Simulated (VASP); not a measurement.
Write the native input for VASP 6.6.1 that does the following.

```
Task                   : single point
Functional             : LDA
Potentials or basis    : VASP PAW LDA potentials, release 64 (Pb_d, Se)
Cutoff                 : 520 eV
k mesh                 : 6 × 6 × 3
Occupations            : fermi-dirac, width 0.05 eV
Spin                   : no spin polarisation
Dipole correction      : no
Further INCAR settings : ALGO = Normal; EDIFF = 1e-07; NBANDS = 28
```

The structure of PbSe lies in POSCAR:

```
PbSe
1.0
    4.4729872793      0.0000000000      0.0000000000
   -0.0104467110      4.4729750800      0.0000000000
   -2.2312702840     -2.2364875401     12.1587223602
Pb Se
2 2
Direct
    0.8068400000      0.8073040000      0.6184430000
    0.1854540000      0.1998100000      0.3823760000
    0.2873320000      0.3231460000      0.6231940000
    0.6842660000      0.6998950000      0.3779650000
```

This cell differs from its parent crystal: volume scaled by 1.04.

The input as run:

INCAR

```
SYSTEM = PbSe
PREC = Accurate
ENCUT = 520
EDIFF = 1E-7
ISMEAR = -1
SIGMA = 0.05
LREAL = .FALSE.
LASPH = .TRUE.
NELM = 80
ALGO = Normal
ISIF = 2
LWAVE = .FALSE.
LCHARG = .FALSE.
GGA = CA
NBANDS = 28
```

KPOINTS

```
regular mesh
0
G
  6 6 3
  0 0 0
```

Potentials or basis: VASP PAW LDA potentials, release 64 (Pb_d, Se).

Command:

```sh
$ cat potpaw_LDA.64/Pb_d/POTCAR potpaw_LDA.64/Se/POTCAR > POTCAR
$ mpirun -np 1 vasp_std > vasp.out
```

Results of the run:

| Property | Result |
| --- | --- |
| Largest force | 0.714 eV/Å |
| Band gap on the k mesh | 1.45 eV, direct |

Caveat: spin-orbit coupling is left out, which moves the levels of the heavy elements.

Run time: 8 min on 1 thread of Oxide Virtual Turin-like Processor, with other jobs on the host, peak memory 0.46 GiB.
